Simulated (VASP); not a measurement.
# Ca3TiN (Pm-3m) in VASP: a series of runs

The runs below take Ca3TiN through single point, relaxation of cell and atoms, with PBE.

Everything below comes from runs of VASP 6.6.1. Logs are shortened: lines on timing, memory, paths and dates and some standing lists are left out, and cuts for length are marked.

### Step 1. The cell of the first run

The structure is cubic, space group Pm-3m (No. 221). The conventional cell has a = 4.993 Å, b = 4.993 Å, c = 4.993 Å, α = 90.00°, β = 90.00°, γ = 90.00°. Within 3.3 Å of Ca (site symmetry 4/mmm) lie 2 N at 2.50 Å. Within 4.6 Å of Ti (site symmetry m-3m) lie 12 Ca at 3.53 Å and 8 N at 4.32 Å. N (site symmetry m-3m) has 6 Ca at 2.50 Å within 3.3 Å.

The cell was built from a structure type or drawn by symmetry, and may not be a known phase.

### Step 2. Single point, PBE, collinear spin

INCAR reads:

```
SYSTEM = Ca3TiN
ALGO     = Normal         ! electronic algorithm
EDIFF    = 1E-6           ! SCF threshold, eV
ENCUT    = 520            ! plane-wave cutoff, eV
GGA      = PE             ! functional
ISIF     = 2              ! what is computed and relaxed
ISMEAR   = 0              ! smearing method
ISPIN    = 2              ! spin polarisation
LASPH    = .True.         ! aspherical terms in the spheres
LCHARG   = .False.        ! write CHGCAR
LMAXMIX  = 4              ! l up to which the mixer works
LORBIT   = 11             ! projections on sites
LREAL    = .False.        ! projectors in reciprocal space
LWAVE    = .False.        ! write WAVECAR
MAGMOM   = 0 0 0 2.65 0   ! initial moments
NBANDS   = 36             ! bands
NELM     = 150            ! most SCF steps
PREC     = Accurate       ! precision mode
SIGMA    = 0.1            ! smearing width, eV
```

KPOINTS reads:

```
k-points
0
Gamma
  8 8 8
  0 0 0
```

POSCAR reads:

```
Ca3TiN
1.0
    4.9931594057      0.0000000000      0.0000000000
    0.0000000000      4.9931594057      0.0000000000
    0.0000000000      0.0000000000      4.9931594057
Ca Ti N
3 1 1
Direct
    0.5000000000      0.5000000000      0.0000000000
    0.0000000000      0.5000000000      0.5000000000
    0.5000000000      0.0000000000      0.5000000000
    0.0000000000      0.0000000000      0.0000000000
    0.5000000000      0.5000000000      0.5000000000
```

Potentials or basis: VASP PAW PBE potentials, release 64 (Ca_sv, Ti_sv, N).

Launch:

```
$ cat potpaw_PBE.64/Ca_sv/POTCAR potpaw_PBE.64/Ti_sv/POTCAR potpaw_PBE.64/N/POTCAR > POTCAR
$ mpirun -np 1 vasp_std > vasp.out
```

OUTCAR:

```text
SYSTEM = Ca3TiN
   EDIFF = 1E-6
   ENCUT = 520
   GGA = PE
   ISIF = 2
   ISMEAR = 0
   ISPIN = 2
   LASPH = .True.
   LORBIT = 11
   LREAL = .False.
   NELM = 150
   PREC = Accurate

 ion  position               nearest neighbor table
   1  0.500  0.500  0.000-
   2  0.000  0.500  0.500-
   3  0.500  0.000  0.500-
   4  0.000  0.000  0.000-
   5  0.500  0.500  0.500-

  LATTYP: Found a simple cubic cell.
 ALAT       =     4.9931594057

  Lattice vectors:

 A1 = (   4.9931594057,   0.0000000000,   0.0000000000)
 A2 = (   0.0000000000,   4.9931594057,   0.0000000000)
 A3 = (   0.0000000000,   0.0000000000,   4.9931594057)

Analysis of symmetry for initial positions (statically):
=====================================================================
 Subroutine PRICEL returns:
 Original cell was already a primitive cell.

 Routine SETGRP: Setting up the symmetry group for a
 simple cubic supercell.

 Subroutine GETGRP returns: Found 48 space group operations
 (whereof 48 operations were pure point group operations)
 out of a pool of 48 trial point group operations.

The static configuration has the point symmetry O_h .

Analysis of symmetry for dynamics (positions and initial velocities):
=====================================================================
 Subroutine PRICEL returns:
 Original cell was already a primitive cell.

 Routine SETGRP: Setting up the symmetry group for a
 simple cubic supercell.

 Subroutine GETGRP returns: Found 48 space group operations
 (whereof 48 operations were pure point group operations)
 out of a pool of 48 trial point group operations.

The dynamic configuration has the point symmetry O_h .

Analysis of structural, dynamic, and magnetic symmetry:
=====================================================================
 Subroutine PRICEL returns:
 Original cell was already a primitive cell.

 Routine SETGRP: Setting up the symmetry group for a
 simple cubic supercell.

 Subroutine GETGRP returns: Found 48 space group operations
 (whereof 48 operations were pure point group operations)
 out of a pool of 48 trial point group operations.

The overall configuration has the point symmetry O_h .

 Subroutine INISYM returns: Found 48 space group operations
 (whereof 48 operations are pure point group operations),
 and found     1 'primitive' translations

----------------------------------------------------------------------------------------

                                     Primitive cell

  volume of cell :     124.4877

  direct lattice vectors                    reciprocal lattice vectors
     4.993159406  0.000000000  0.000000000     0.200273999  0.000000000  0.000000000
     0.000000000  4.993159406  0.000000000     0.000000000  0.200273999  0.000000000
     0.000000000  0.000000000  4.993159406     0.000000000  0.000000000  0.200273999

  length of vectors
     4.993159406  4.993159406  4.993159406     0.200273999  0.200273999  0.200273999

  position of ions in fractional coordinates (direct lattice)
     0.500000000  0.500000000  0.000000000
     0.000000000  0.500000000  0.500000000
     0.500000000  0.000000000  0.500000000
     0.000000000  0.000000000  0.000000000
     0.500000000  0.500000000  0.500000000

  ion indices of the primitive-cell ions
   primitive index   ion index
                 1           1
                 2           2
                 3           3
                 4           4
                 5           5

----------------------------------------------------------------------------------------

 KPOINTS: k-points

Automatic generation of k-mesh.
 Grid dimensions read from file:
 generate k-points for:    8    8    8

 Generating k-lattice:

  Cartesian coordinates                     Fractional coordinates (reciprocal lattice)
     0.025034250  0.000000000  0.000000000     0.125000000  0.000000000  0.000000000
     0.000000000  0.025034250  0.000000000     0.000000000  0.125000000  0.000000000
     0.000000000  0.000000000  0.025034250     0.000000000  0.000000000  0.125000000

  Length of vectors
     0.025034250  0.025034250  0.025034250

  Shift w.r.t. Gamma in fractional coordinates (k-lattice)
     0.000000000  0.000000000  0.000000000

 Subroutine IBZKPT returns following result:
 ===========================================

 Found     35 irreducible k-points:

 Following reciprocal coordinates:
            Coordinates               Weight
  0.000000  0.000000  0.000000      1.000000
  0.125000  0.000000  0.000000      6.000000
  0.250000  0.000000  0.000000      6.000000
  0.375000  0.000000  0.000000      6.000000
  0.500000  0.000000  0.000000      3.000000
  0.125000  0.125000  0.000000     12.000000
[... 16 lines left out ...]
  0.375000  0.375000  0.125000     24.000000
  0.500000  0.375000  0.125000     24.000000
 [... further k-points ...]
   k-points           NKPTS =     35   k-points in BZ     NKDIM =     35   number of bands    NBANDS=     36
   number of dos      NEDOS =    301   number of ions     NIONS =      5
   total plane-waves  NPLWV =  64000
   dimension x,y,z NGX =    40 NGY =   40 NGZ =   40
   dimension x,y,z NGXF=    80 NGYF=   80 NGZF=   80
   ions per type =               3   1   1
   NGX,Y,Z   is equivalent  to a cutoff of  13.32, 13.32, 13.32 a.u.
   NGXF,Y,Z  is equivalent  to a cutoff of  26.64, 26.64, 26.64 a.u.
 SYSTEM =  Ca3TiN
   PREC   = accura    normal or accurate (medium, high low for compatibility)
   ISTART =      0    job   : 0-new  1-cont  2-samecut
   ICHARG =      2    charge: 1-file 2-atom 10-const
   ISPIN  =      2    spin polarized calculation?
   LNONCOLLINEAR =      F non collinear calculations
   LSORBIT =      F    spin-orbit coupling
   LASPH  =      T    aspherical Exc in radial PAW
   ENCUT  =  520.0 eV  38.22 Ry    6.18 a.u.   9.28  9.28  9.28*2*pi/ulx,y,z
   NELM   =    150;   NELMIN=  2; NELMDL= -5     # of ELM steps
   EDIFF  = 0.1E-05   stopping-criterion for ELM
   LREAL  =      F    real-space projection
[... 7 lines left out ...]
   TEBEG  =    0.0;   TEEND  =   0.0 temperature during run
   PSTRESS=    0.0 pullay stress
   NELECT =      47.0000    total number of electrons
   NUPDOWN=      -1.0000    fix difference up-down
   EMIN   =  10.00;   EMAX   =-10.00  energy-range for DOS
   EFERMI =   0.00;   METHOD = LEGACY
   ISMEAR =     0;   SIGMA  =   0.10  broadening in eV -4-tet -1-fermi 0-gaus
   EFERMI_NEDOS =   21; number of points for ismear=-14 and -15
   IALGO  =     38    algorithm
   IMIX   =      4    mixing-type and parameters
     AMIX     =   0.40;   BMIX     =  1.00
     AMIX_MAG =   1.60;   BMIX_MAG =  1.00
  volume/ion in A,a.u.               =      24.90       168.02
  Fermi-wavevector in a.u.,A,eV,Ry     =   1.183220  2.235961 19.048273  1.400009
  Thomas-Fermi vector in A             =   2.319458
   LORBIT       =     11    0 simple, 1 ext, 2 COOP (PROOUT), +10 PAW based schemes
   GGA     = PE    functional components
   LHFCALC =     F    Hartree Fock is set to
   AEXX    =    0.0000 exact exchange contribution
   IVDW    =     0    specifies the selected vdW correction
   LEPSILON=     F    determine dielectric tensor
   LRPA    =     F    only Hartree local field effects (RPA)
 spin polarized calculation
 Gauss-broadening in eV      SIGMA  =   0.10
  energy-cutoff  :      520.00
  volume of cell :      124.49
 maximum number of plane-waves:      3407
 NGX is ok and might be reduce to    40
   NGX = 19   NGY = 19   NGZ = 19

 number of electron      46.9999988 magnetization       0.0003409

 number of electron      46.9999988 magnetization      -0.0033882

 Free energy of the ion-electron system (eV)
  ---------------------------------------------------
  ext. energy  EPLUGINS =         0.00000000
  ---------------------------------------------------
  free energy    TOTEN  =       -21.42901030 eV

  energy without entropy =      -21.35945761  energy(sigma->0) =      -21.39423395

 E-fermi :   3.3602     XC(G=0):  -9.1078

 val. band max:        3.3561812371   @ k =   0.3750   0.3750   0.1250
 cond. band min:       3.3607420212   @ k =   0.3750   0.2500   0.2500
 fundamental gap:      0.0045607841
 Fermi energy:         3.3601930365

 spin component 1

 k-point     1 :       0.0000    0.0000    0.0000
  band No.  band energies     occupation
      1     -54.1551      1.00000
      2     -37.0444      1.00000
      3     -36.9883      1.00000
      4     -36.9883      1.00000
      5     -30.4073      1.00000
      6     -30.4073      1.00000
[... 27 lines left out ...]
     34       6.2827      0.00000
     35       8.1491      0.00000
[... 843 lines left out ...]
      5     -30.4077      1.00000
      6     -30.4077      1.00000
[... 27 lines left out ...]
     34       7.1630      0.00000
     35       7.4926      0.00000

 [... further k-points ...]

 spin component 2

 k-point     1 :       0.0000    0.0000    0.0000
  band No.  band energies     occupation
      1     -54.1576      1.00000
      2     -37.0443      1.00000
      3     -36.9883      1.00000
      4     -36.9883      1.00000
      5     -30.4098      1.00000
      6     -30.4098      1.00000
[... 27 lines left out ...]
     34       6.2825      0.00000
     35       8.1491      0.00000
[... 843 lines left out ...]
      5     -30.4102      1.00000
      6     -30.4101      1.00000
[... 27 lines left out ...]
     34       7.1629      0.00000
     35       7.4925      0.00000

 [... further k-points ...]

 [bands above 35 left out]

------------------------ aborting loop because EDIFF is reached ----------------------------------------

  FORCE on cell =-STRESS in cart. coord.  units (eV):
  Direction    XX          YY          ZZ          XY          YZ          ZX
  --------------------------------------------------------------------------------------
  -------------------------------------------------------------------------------------
  Total       -0.6868726     -0.6868726     -0.6868726     -0.0000000     -0.0000000      0.0000000
  in kB       -8.8401676     -8.8401676     -8.8401676     -0.0000000     -0.0000000      0.0000000
  external PRESSURE =      -8.8401676 kB  Pullay stress =       0.0000000 kB

 VOLUME and BASIS-vectors are now :
 -----------------------------------------------------------------------------
  energy-cutoff  :      520.00
  volume of cell :      124.49
      direct lattice vectors                 reciprocal lattice vectors
     4.993159406  0.000000000  0.000000000     0.200273999  0.000000000  0.000000000
     0.000000000  4.993159406  0.000000000     0.000000000  0.200273999  0.000000000
     0.000000000  0.000000000  4.993159406     0.000000000  0.000000000  0.200273999

 POSITION                                       TOTAL-FORCE (eV/Angst)
 -----------------------------------------------------------------------------------
      2.49658      2.49658      0.00000         0.000000      0.000000      0.000000
      0.00000      2.49658      2.49658         0.000000      0.000000      0.000000
      2.49658      0.00000      2.49658         0.000000      0.000000      0.000000
      0.00000      0.00000      0.00000         0.000000      0.000000      0.000000
      2.49658      2.49658      2.49658         0.000000      0.000000      0.000000
 -----------------------------------------------------------------------------------
    total drift:                               -0.000000      0.000000     -0.000000

  FREE ENERGIE OF THE ION-ELECTRON SYSTEM (eV)
  ---------------------------------------------------
  free  energy   TOTEN  =       -21.4290103011 eV

  energy  without entropy=      -21.3594576072  energy(sigma->0) =      -21.39423395

 total charge

# of ion       s       p       d       tot
------------------------------------------
    1        2.064   5.851   0.263   8.178
    2        2.064   5.851   0.263   8.178
    3        2.064   5.851   0.263   8.178
    4        2.230   5.999   1.838  10.066
    5        1.258   2.309   0.000   3.566
--------------------------------------------------
tot          9.679  25.861   2.626  38.167

 magnetization (x)

# of ion       s       p       d       tot
------------------------------------------
    1        0.000  -0.000   0.000   0.000
    2        0.000  -0.000   0.000   0.000
    3        0.000  -0.000   0.000   0.000
    4       -0.000   0.000  -0.004  -0.004
    5       -0.000  -0.000   0.000  -0.000
--------------------------------------------------
tot          0.000  -0.000  -0.004  -0.004
```

Run time: 11 min. Hardware: 1 thread of Intel Xeon Platinum 8259CL at 2.50GHz (Skylake/Cascade Lake), shared host; peak memory 0.45 GiB.

Results:

```
Free energy                                           : -21.4290 eV
Pressure                                              : -0.9 GPa
Net moment                                            : 0.00 μB per cell
Valence electrons inside the program's atomic spheres : Ca 8.18; Ti 10.07; N 3.57
```

Levels at points of the mesh, in eV from the Fermi level:
Spin up:
```tsv
k point	band 20	band 21	band 22	band 23	band 24	band 25	band 26	band 27
(0.00, 0.00, 0.00)	-1.13	-1.13	-0.93	-0.93	-0.10	-0.10	-0.10	2.49
(0.50, 0.00, 0.00)	-1.37	-1.37	-1.34	-0.49	0.10	0.41	0.41	0.52
(0.50, 0.50, 0.00)	-1.79	-1.47	-0.36	-0.15	-0.15	0.12	0.12	0.15
(0.50, 0.50, 0.50)	-2.70	-1.51	-0.09	-0.09	-0.09	0.31	0.31	0.31
```
Spin down:
| k point | band 19 | band 20 | band 21 | band 22 | band 23 | band 24 | band 25 | band 26 | band 27 | band 28 |
| --- | --- | --- | --- | --- | --- | --- | --- | --- | --- | --- |
| (0.00, 0.00, 0.00) | -1.13 | -1.13 | -1.13 | -0.93 | -0.93 | -0.10 | -0.10 | -0.10 | 2.49 | 2.49 |
| (0.50, 0.00, 0.00) | -1.50 | -1.37 | -1.37 | -1.34 | -0.49 | 0.10 | 0.41 | 0.41 | 0.52 | 1.21 |
| (0.50, 0.50, 0.00) | -2.63 | -1.79 | -1.47 | -0.36 | -0.15 | -0.15 | 0.12 | 0.12 | 0.15 | 0.59 |
| (0.50, 0.50, 0.50) | -2.70 | -2.70 | -1.51 | -0.10 | -0.10 | -0.10 | 0.31 | 0.31 | 0.31 | 0.48 |

(Continued in part 2 of 2.)
